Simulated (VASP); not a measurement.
Set up this calculation in VASP 6.6.1, as the native input.

| Property | Result |
| --- | --- |
| Task | single point |
| Functional | r2SCAN |
| Potentials or basis | VASP PAW PBE potentials, release 64 (Hg, Te) |
| Cutoff | 520 eV |
| k mesh | 6 × 6 × 6 |
| Occupations | fermi-dirac, width 0.02 eV |
| Spin | non-collinear spin, zero start, spin-orbit coupling |
| Starting moments | [[0.0, 0.0, 0.0], [0.0, 0.0, 0.0]] μB |
| Dipole correction | no |
| Further INCAR settings | ALGO = Normal; EDIFF = 1e-06; NBANDS = 30 |

Crystal: HgTe.

```
Hg Te
1.0
     0.00000    3.28916    3.28916
     3.28916    0.00000    3.28916
     3.28916    3.28916    0.00000
Hg Te
1 1
Direct
  0.00000 0.00000 0.00000
  0.25000 0.25000 0.25000
```

The input as run:

POSCAR

```
HgTe
1.0
    0.0000000000      3.2891578863      3.2891578863
    3.2891578863      0.0000000000      3.2891578863
    3.2891578863      3.2891578863      0.0000000000
Hg Te
1 1
Direct
    0.0000000000      0.0000000000      0.0000000000
    0.2500000000      0.2500000000      0.2500000000
```

INCAR.step1

```
ALGO = Normal
EDIFF = 1E-4
ENCUT = 520
GGA = PE
GGA_COMPAT = False
ISMEAR = -1
LASPH = True
LCHARG = False
LREAL = False
LSORBIT = True
LWAVE = True
MAGMOM = 0 0 0 0 0 0
NBANDS = 30
NELM = 150
PREC = Accurate
SIGMA = 0.02
```

INCAR.step2

```
ALGO = Normal
EDIFF = 1E-6
ENCUT = 520
GGA_COMPAT = False
ISIF = 2
ISMEAR = -1
ISTART = 1
LASPH = True
LCHARG = False
LMIXTAU = True
LORBIT = 11
LORBMOM = True
LREAL = False
LSORBIT = True
LWAVE = False
MAGMOM = 0 0 0 0 0 0
METAGGA = R2SCAN
NBANDS = 30
NELM = 150
PREC = Accurate
SIGMA = 0.02
```

KPOINTS

```
k-points
0
Gamma
  6 6 6
```

Potentials or basis: VASP PAW PBE potentials, release 64 (Hg, Te).

The run is started by

```bash
$ cat potpaw_PBE.64/Hg/POTCAR potpaw_PBE.64/Te/POTCAR > POTCAR
$ cp INCAR.step1 INCAR
$ mpirun -np 1 vasp_ncl > vasp.out
$ cp INCAR.step2 INCAR
$ mpirun -np 1 vasp_ncl > vasp.out
```

Results of the run:

```
Pressure                                              : -0.2 GPa
Net moment                                            : 0.00 μB per cell
Valence electrons inside the program's atomic spheres : Hg 10.48; Te 3.39
```

Caveat: the PAW data sets were made with another functional, which shifts forces and pressure a little.

Run time: 4.6 min on 1 thread of Intel(R) Xeon(R) 6975P-C (Granite Rapids) (shared host), peak memory 0.48 GiB.
